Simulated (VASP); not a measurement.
Set up this calculation in VASP 6.6.1, as the native input.

```yaml
Task: single point
Functional: AM05
Potentials_or_basis: VASP PAW PBE potentials, release 64 (Si, Cl, H)
Cutoff: 400 eV
k_mesh: 1 × 1 × 1
Occupations: gaussian, width 0.03 eV
Spin: no spin polarisation
Tolerance_level: standard
Purpose: a run that is hard to end
Way: PBE orbitals, then all bands at once (ALGO All, ISEARCH 1)
Further_INCAR_settings: ALGO = All; EDIFF = 1e-06; NELMDL = -8; ISIF = 0
```

System: SiClH3, in a box.

```xyz
5
Lattice="12.0000 0.0000 0.0000 0.0000 12.0000 0.0000 0.0000 0.0000 12.0000" Properties=species:S:1:pos:R:3 pbc="T T T"
Si    5.4573    5.5847    6.1210
Cl    7.4076    5.0527    6.4818
H     4.6184    5.0779    7.2310
H     5.0346    4.9805    4.8370
H     5.3785    7.0616    6.0472
```

These files were run (other wordings do the same):

POSCAR

```
SiH3Cl
1.0
   12.0000000000      0.0000000000      0.0000000000
    0.0000000000     12.0000000000      0.0000000000
    0.0000000000      0.0000000000     12.0000000000
Si Cl H
1 1 3
Direct
    0.4547750000      0.4653958300      0.5100833300
    0.6173000000      0.4210541700      0.5401500000
    0.3848666700      0.4231541700      0.6025833300
    0.4195500000      0.4150375000      0.4030833300
    0.4482083300      0.5884625000      0.5039333300
```

INCAR.step1

```
SYSTEM = SiH3Cl
  ALGO = Normal
  EDIFF = 1E-5
  EFERMI = MIDGAP
  ENCUT = 400
  GGA = PE
  GGA_COMPAT = .FALSE.
  ISIF = 0
  ISMEAR = 0
  LASPH = .TRUE.
  LCHARG = .TRUE.
  LREAL = .FALSE.
  LWAVE = .TRUE.
  NELM = 100
  NELMDL = -8
  PREC = Accurate
  SIGMA = 0.03
```

INCAR.step2

```
SYSTEM = SiH3Cl
  ALGO = All
  EDIFF = 1E-6
  EFERMI = MIDGAP
  ENCUT = 400
  GGA = AM
  GGA_COMPAT = .FALSE.
  ISEARCH = 1
  ISIF = 0
  ISMEAR = 0
  ISTART = 1
  LASPH = .TRUE.
  LCHARG = .FALSE.
  LREAL = .FALSE.
  LWAVE = .FALSE.
  NELM = 100
  NELMDL = -8
  PREC = Accurate
  SIGMA = 0.03
```

KPOINTS

```
k-points
0
Gamma
  1 1 1
```

Potentials or basis: VASP PAW PBE potentials, release 64 (Si, Cl, H).

Command:

```bash
$ cat potpaw_PBE.64/Si/POTCAR potpaw_PBE.64/Cl/POTCAR potpaw_PBE.64/H/POTCAR > POTCAR
$ cp INCAR.step1 INCAR
$ mpirun -np 1 vasp_gam > vasp.out
$ cp INCAR.step2 INCAR
$ mpirun -np 1 vasp_gam > vasp.out
```

Results of the run:

- Largest force: 0.268 eV/Å
- Gap between the frontier levels: 8.32 eV

Caveat: the PAW data sets were made with another functional, which shifts forces and pressure a little.

Run time: 5.6 min on 1 thread of Intel(R) Xeon(R) 6975P-C (Granite Rapids), with other jobs on the host, peak memory 0.96 GiB.
